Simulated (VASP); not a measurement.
# LiF in VASP: notebook

Runs on LiF. Level: PBE. Tasks: single point.

All numbers are computed with VASP 6.6.1; they aren't measurements. Logs are shortened: lines on timing, memory, paths and dates and some standing lists are left out, and cuts for length are marked.

### 1 The cell of the first run

The cell holds a sheet with vacuum, 2 atoms: a = 2.848 Å, b = 2.848 Å, c = 14.000 Å, α = 90.00°, β = 90.00°, γ = 90.00°.

### 2 Single point, PBE

The input, INCAR:

```
SYSTEM = LiF
ALGO     = Normal         ! electronic algorithm
DIPOL    = 0.5 0.5 0.500
EDIFF    = 1E-7           ! SCF threshold, eV
ENCUT    = 520            ! plane-wave cutoff, eV
GGA      = PE             ! functional
IDIPOL   = 3            
ISIF     = 2              ! what is computed and relaxed
ISMEAR   = 0              ! smearing method
LASPH    = .True.         ! aspherical terms in the spheres
LCHARG   = .False.        ! write CHGCAR
LDIPOL   = .True.       
LREAL    = .False.        ! projectors in reciprocal space
LWAVE    = .False.        ! write WAVECAR
NBANDS   = 12             ! bands
NELM     = 80             ! most SCF steps
PREC     = Accurate       ! precision mode
SIGMA    = 0.1            ! smearing width, eV
```

The input, KPOINTS:

```
k-points
0
Gamma
  6 6 1
  0 0 0
```

The input, POSCAR:

```
LiF
1.0
    2.8482260000      0.0000000000      0.0000000000
    0.0000000000      2.8482260000      0.0000000000
    0.0000000000      0.0000000000     14.0000000000
Li F
1 1
Direct
    0.5000000000      0.5000000000      0.5000000000
    0.0000000000      0.0000000000      0.5000000000
```

Potentials or basis: VASP PAW PBE potentials, release 64 (Li_sv, F).

On the command line:

```
> cat potpaw_PBE.64/Li_sv/POTCAR potpaw_PBE.64/F/POTCAR > POTCAR
> mpirun -np 1 vasp_std > vasp.out
```

OUTCAR:

```text
SYSTEM = LiF
   EDIFF = 1E-7
   ENCUT = 520
   GGA = PE
   ISIF = 2
   ISMEAR = 0
   LASPH = .True.
   LREAL = .False.
   NELM = 80
   PREC = Accurate

 ion  position               nearest neighbor table
   1  0.500  0.500  0.500-   2 2.01   2 2.01   2 2.01   2 2.01
   2  0.000  0.000  0.500-   1 2.01   1 2.01   1 2.01   1 2.01

  LATTYP: Found a simple tetragonal cell.
 ALAT       =     2.8482260000
 C/A-ratio  =     4.9153402855

  Lattice vectors:

 A1 = (   2.8482260000,   0.0000000000,   0.0000000000)
 A2 = (   0.0000000000,   2.8482260000,   0.0000000000)
 A3 = (   0.0000000000,   0.0000000000,  14.0000000000)

Analysis of symmetry for initial positions (statically):
=====================================================================
 Subroutine PRICEL returns:
 Original cell was already a primitive cell.

 Routine SETGRP: Setting up the symmetry group for a
 simple tetragonal supercell.

 Subroutine GETGRP returns: Found 16 space group operations
 (whereof 16 operations were pure point group operations)
 out of a pool of 16 trial point group operations.

The static configuration has the point symmetry D_4h.

Analysis of symmetry for dynamics (positions and initial velocities):
=====================================================================
 Subroutine PRICEL returns:
 Original cell was already a primitive cell.

 Routine SETGRP: Setting up the symmetry group for a
 simple tetragonal supercell.

 Subroutine GETGRP returns: Found 16 space group operations
 (whereof 16 operations were pure point group operations)
 out of a pool of 16 trial point group operations.

The dynamic configuration has the point symmetry D_4h.

 Subroutine INISYM returns: Found 16 space group operations
 (whereof 16 operations are pure point group operations),
 and found     1 'primitive' translations

----------------------------------------------------------------------------------------

                                     Primitive cell

  volume of cell :     113.5735

  direct lattice vectors                    reciprocal lattice vectors
     2.848226000  0.000000000  0.000000000     0.351095735  0.000000000  0.000000000
     0.000000000  2.848226000  0.000000000     0.000000000  0.351095735  0.000000000
     0.000000000  0.000000000 14.000000000     0.000000000  0.000000000  0.071428571

  length of vectors
     2.848226000  2.848226000 14.000000000     0.351095735  0.351095735  0.071428571

  position of ions in fractional coordinates (direct lattice)
     0.500000000  0.500000000  0.500000000
     0.000000000  0.000000000  0.500000000

  ion indices of the primitive-cell ions
   primitive index   ion index
                 1           1
                 2           2

----------------------------------------------------------------------------------------

 KPOINTS: k-points

Automatic generation of k-mesh.
 Grid dimensions read from file:
 generate k-points for:    6    6    1

 Generating k-lattice:

  Cartesian coordinates                     Fractional coordinates (reciprocal lattice)
     0.058515956  0.000000000  0.000000000     0.166666667  0.000000000  0.000000000
     0.000000000  0.058515956  0.000000000     0.000000000  0.166666667  0.000000000
     0.000000000  0.000000000  0.071428571     0.000000000  0.000000000  1.000000000

  Length of vectors
     0.058515956  0.058515956  0.071428571

  Shift w.r.t. Gamma in fractional coordinates (k-lattice)
     0.000000000  0.000000000  0.000000000

 Subroutine IBZKPT returns following result:
 ===========================================

 Found     10 irreducible k-points:

 Following reciprocal coordinates:
            Coordinates               Weight
  0.000000  0.000000  0.000000      1.000000
  0.166667  0.000000  0.000000      4.000000
  0.333333  0.000000  0.000000      4.000000
  0.500000  0.000000  0.000000      2.000000
  0.166667  0.166667  0.000000      4.000000
  0.333333  0.166667  0.000000      8.000000
  0.500000  0.166667  0.000000      4.000000
  0.333333  0.333333  0.000000      4.000000
  0.500000  0.333333  0.000000      4.000000
  0.500000  0.500000  0.000000      1.000000
   k-points           NKPTS =     10   k-points in BZ     NKDIM =     10   number of bands    NBANDS=     12
   number of dos      NEDOS =    301   number of ions     NIONS =      2
   total plane-waves  NPLWV =  62208
   dimension x,y,z NGX =    24 NGY =   24 NGZ =  108
   dimension x,y,z NGXF=    48 NGYF=   48 NGZF=  216
   ions per type =               1   1
   NGX,Y,Z   is equivalent  to a cutoff of  14.01, 14.01, 12.82 a.u.
   NGXF,Y,Z  is equivalent  to a cutoff of  28.02, 28.02, 25.65 a.u.
 SYSTEM =  LiF
   PREC   = accura    normal or accurate (medium, high low for compatibility)
   ISTART =      0    job   : 0-new  1-cont  2-samecut
   ICHARG =      2    charge: 1-file 2-atom 10-const
   ISPIN  =      1    spin polarized calculation?
   LNONCOLLINEAR =      F non collinear calculations
   LSORBIT =      F    spin-orbit coupling
   LASPH  =      T    aspherical Exc in radial PAW
   ENCUT  =  520.0 eV  38.22 Ry    6.18 a.u.   5.30  5.30 26.03*2*pi/ulx,y,z
   NELM   =     80;   NELMIN=  2; NELMDL= -5     # of ELM steps
   EDIFF  = 0.1E-06   stopping-criterion for ELM
   LREAL  =      F    real-space projection
   EDIFFG = 0.1E-05   stopping-criterion for IOM
   NSW    =      0    number of steps for IOM
   IBRION =     -1    ionic relax: 0-MD 1-quasi-New 2-CG
   NFREE  =      0    steps in history (QN), initial steepest desc. (CG)
   ISIF   =      2    stress and relaxation
   ISYM   =      2    0-nonsym 1-usesym 2-fastsym
   POTIM  = 0.5000    time-step for ionic-motion
   TEBEG  =    0.0;   TEEND  =   0.0 temperature during run
   PSTRESS=    0.0 pullay stress
   NELECT =      10.0000    total number of electrons
   NUPDOWN=      -1.0000    fix difference up-down
   EMIN   =  10.00;   EMAX   =-10.00  energy-range for DOS
   EFERMI =   0.00;   METHOD = LEGACY
   ISMEAR =     0;   SIGMA  =   0.10  broadening in eV -4-tet -1-fermi 0-gaus
   EFERMI_NEDOS =   21; number of points for ismear=-14 and -15
   IALGO  =     38    algorithm
   IMIX   =      4    mixing-type and parameters
     AMIX     =   0.40;   BMIX     =  1.00
     AMIX_MAG =   1.60;   BMIX_MAG =  1.00
  volume/ion in A,a.u.               =      56.79       383.22
  Fermi-wavevector in a.u.,A,eV,Ry     =   0.728309  1.376305  7.216999  0.530434
  Thomas-Fermi vector in A             =   1.819750
   LORBIT       =      0    0 simple, 1 ext, 2 COOP (PROOUT), +10 PAW based schemes
   GGA     = PE    functional components
   LHFCALC =     F    Hartree Fock is set to
   AEXX    =    0.0000 exact exchange contribution
   IVDW    =     0    specifies the selected vdW correction
   LEPSILON=     F    determine dielectric tensor
   LRPA    =     F    only Hartree local field effects (RPA)
 non-spin polarized calculation
 Gauss-broadening in eV      SIGMA  =   0.10
  energy-cutoff  :      520.00
  volume of cell :      113.57
 maximum number of plane-waves:      3093
 NGX is ok and might be reduce to    24
   NGX = 11   NGY = 11   NGZ = 53

 number of electron      10.0000007 magnetization

 dipolmoment           0.000000      0.000000      0.000000 electrons x Angstroem

 Free energy of the ion-electron system (eV)
  ---------------------------------------------------
  ext. energy  EPLUGINS =         0.00000000
  ---------------------------------------------------
  free energy    TOTEN  =        -9.32661516 eV

  energy without entropy =       -9.32661516  energy(sigma->0) =       -9.32661516

 E-fermi :  -5.7876     XC(G=0):  -2.2744

 val. band max:       -6.3170221673   @ k =   0.5000   0.0000   0.0000
 cond. band min:      -0.1936619032   @ k =   0.0000   0.0000   0.0000
 fundamental gap:      6.1233602641
 Fermi energy:        -5.7876463375

 k-point     1 :       0.0000    0.0000    0.0000
  band No.  band energies     occupation
      1     -48.0169      2.00000
      2     -25.6154      2.00000
      3      -7.3208      2.00000
      4      -6.6044      2.00000
      5      -6.6044      2.00000
      6      -0.1937      0.00000
      7       0.5862      0.00000
      8       1.3618      0.00000
      9       2.9468      0.00000
     10       3.8457      0.00000
     11       6.4102      0.00000
     12       7.6163      0.00000

 k-point     2 :       0.1667    0.0000    0.0000
  band No.  band energies     occupation
      1     -48.0122      2.00000
      2     -25.5838      2.00000
      3      -7.1883      2.00000
      4      -6.9968      2.00000
      5      -6.5346      2.00000
      6       0.3475      0.00000
      7       1.0073      0.00000
      8       1.8806      0.00000
      9       3.3634      0.00000
     10       4.3448      0.00000
     11       6.7602      0.00000
     12       8.0176      0.00000

 k-point     3 :       0.3333    0.0000    0.0000
  band No.  band energies     occupation
      1     -48.0027      2.00000
      2     -25.5198      2.00000
      3      -7.6962      2.00000
      4      -6.9095      2.00000
      5      -6.3910      2.00000
      6       1.8656      0.00000
      7       2.2108      0.00000
      8       3.4002      0.00000
      9       4.5664      0.00000
     10       5.6731      0.00000
     11       7.2944      0.00000
     12       7.3251      0.00000
[... 76 lines left out ...]
 k-point     9 :       0.5000    0.3333    0.0000
  band No.  band energies     occupation
      1     -47.9866      2.00000
      2     -25.3069      2.00000
      3      -8.1413      2.00000
      4      -7.7702      2.00000
      5      -6.5235      2.00000
      6       5.4791      0.00000
      7       6.2446      0.00000
      8       6.3444      0.00000
      9       7.0648      0.00000
     10       7.9270      0.00000
     11       7.9615      0.00000
     12       8.7306      0.00000

 k-point    10 :       0.5000    0.5000    0.0000
  band No.  band energies     occupation
      1     -47.9828      2.00000
      2     -25.2447      2.00000
      3      -8.1843      2.00000
      4      -8.1843      2.00000
      5      -6.4406      2.00000
      6       7.4535      0.00000
      7       7.9290      0.00000
      8       8.1934      0.00000
      9       8.1934      0.00000
     10       8.6714      0.00000
     11       8.6714      0.00000
     12       9.4281      0.00000

------------------------ aborting loop because EDIFF is reached ----------------------------------------

 vacuum level on the upper side and lower side of the slab       (xc-potential included)        -0.079        -0.079

  FORCE on cell =-STRESS in cart. coord.  units (eV):
  Direction    XX          YY          ZZ          XY          YZ          ZX
  --------------------------------------------------------------------------------------
  -------------------------------------------------------------------------------------
  Total       -1.3943459     -1.3943459     -0.0521223      0.0000000      0.0000000      0.0000000
  in kB      -19.6699924    -19.6699924     -0.7352883      0.0000000      0.0000000      0.0000000
  external PRESSURE =     -13.3584243 kB  Pullay stress =       0.0000000 kB

 VOLUME and BASIS-vectors are now :
 -----------------------------------------------------------------------------
  energy-cutoff  :      520.00
  volume of cell :      113.57
      direct lattice vectors                 reciprocal lattice vectors
     2.848226000  0.000000000  0.000000000     0.351095735  0.000000000  0.000000000
     0.000000000  2.848226000  0.000000000     0.000000000  0.351095735  0.000000000
     0.000000000  0.000000000 14.000000000     0.000000000  0.000000000  0.071428571

 POSITION                                       TOTAL-FORCE (eV/Angst)
 -----------------------------------------------------------------------------------
      1.42411      1.42411      7.00000         0.000000      0.000000      0.000000
      0.00000      0.00000      7.00000         0.000000      0.000000      0.000000
 -----------------------------------------------------------------------------------
    total drift:                                0.000000      0.000000      0.000000

  FREE ENERGIE OF THE ION-ELECTRON SYSTEM (eV)
  ---------------------------------------------------
  free  energy   TOTEN  =        -9.3266151551 eV

  energy  without entropy=       -9.3266151551  energy(sigma->0) =       -9.32661516

 vacuum level on the upper side and lower side of the slab         0.872         0.872
```

Wall time 19 s (1 thread of Intel Xeon Platinum 8259CL at 2.50GHz (Skylake/Cascade Lake), shared host); peak memory 0.22 GiB.

Results:

- Free energy: -9.3266 eV
- Band gap on the k mesh: 6.12 eV (least direct gap 6.41 eV)

Caveat: the cutoff is under 1.25 times the usual one of these potentials, so pressure, stress and relaxed cells hold a basis-set (Pulay) error.

### 3 Single point, PBE

The input, INCAR:

```
  PREC = Accurate
  ENCUT = 520
  EDIFF = 1E-6
  ISMEAR = 0
  SIGMA = 0.1
  LREAL = F
  LASPH = T
  NELM = 80
  ALGO = Normal
  ISIF = 2
  LWAVE = F
  LCHARG = T
  LDIPOL = T
  IDIPOL = 3
  DIPOL = 0.5 0.5 0.500
  GGA = PE
  LELF = T
  LVHAR = T
  LVACPOTAV = T
  NBANDS = 12
```

The input, KPOINTS:

```
Automatic mesh
0
Gamma
  6 6 1
```

POSCAR is that of step 2.

Potentials or basis: VASP PAW PBE potentials, release 64 (Li_sv, F).

On the command line:

```
> cat potpaw_PBE.64/Li_sv/POTCAR potpaw_PBE.64/F/POTCAR > POTCAR
> mpirun -np 1 vasp_std > vasp.out
```

Wall time 19 s (1 thread of Intel Xeon Platinum 8259CL at 2.50GHz (Skylake/Cascade Lake), shared host); peak memory 0.22 GiB.

Results (log left out):

```
Free energy            : -9.3266 eV
Band gap on the k mesh : 6.12 eV (least direct gap 6.41 eV)
```

Levels at points of the mesh, in eV from the valence-band top:
```csv
k point,band 3,band 4,band 5,band 6,band 7,band 8
"(0.00, 0.00, 0.00)",-1.00,-0.29,-0.29,6.12,6.91,7.67
"(0.50, 0.00, 0.00)",-1.70,-0.45,0.00,9.79,10.21,10.88
"(0.50, 0.50, 0.00)",-1.87,-1.87,-0.12,13.77,14.25,14.51
```

Caveat: the cutoff is under 1.25 times the usual one of these potentials, so pressure, stress and relaxed cells hold a basis-set (Pulay) error.

(Continued in part 2 of 2.)
